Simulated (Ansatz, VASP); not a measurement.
# Two plane-wave programs on Ag2I3

```
CELL_PARAMETERS angstrom
4.29330 0.00000 0.00000
-2.14665 3.71810 0.00000
0.00000 0.00000 10.32138
ATOMIC_POSITIONS crystal
Ag 0.33333 0.66667 0.18371
Ag 0.66667 0.33333 0.81629
I 0.00000 0.00000 0.00000
I 0.33333 0.66667 0.67084
I 0.66667 0.33333 0.32916
```

Alike in both runs: functional PBE; k mesh 6 × 6 × 2; occupations gaussian, width 0.1 eV; no spin polarisation.

Ansatz relaxed the structure, and its values are those at the end. VASP's run is a single point on that final structure, the one shown.

|  | VASP | Ansatz |
| --- | --- | --- |
| version | VASP 6.6.1 | Ansatz 0.2.0 |
| potentials or method | VASP PAW PBE potentials, release 64 (Ag, I), cutoff 520 eV | scalar-relativistic, plane waves, PAW |
| valence electrons in the cell | 43 | 89 |

|  | VASP | Ansatz | Ansatz less VASP |
| --- | --- | --- | --- |
| gap on the k mesh at the Fermi level (eV) | none | none | - |
| pressure (GPa) | 0.0 | 0.1 | +0.04 |
| rms of the force components (eV/Å) | 0.009 | 0.006 | -0.0028 |

A gap of «none» marks a metal or a gap that the smearing closes. VASP's potentials hold 43 valence electrons a cell and Ansatz's 89, so a difference there can come from the potentials and not from the codes.

Spin-orbit coupling is off throughout.
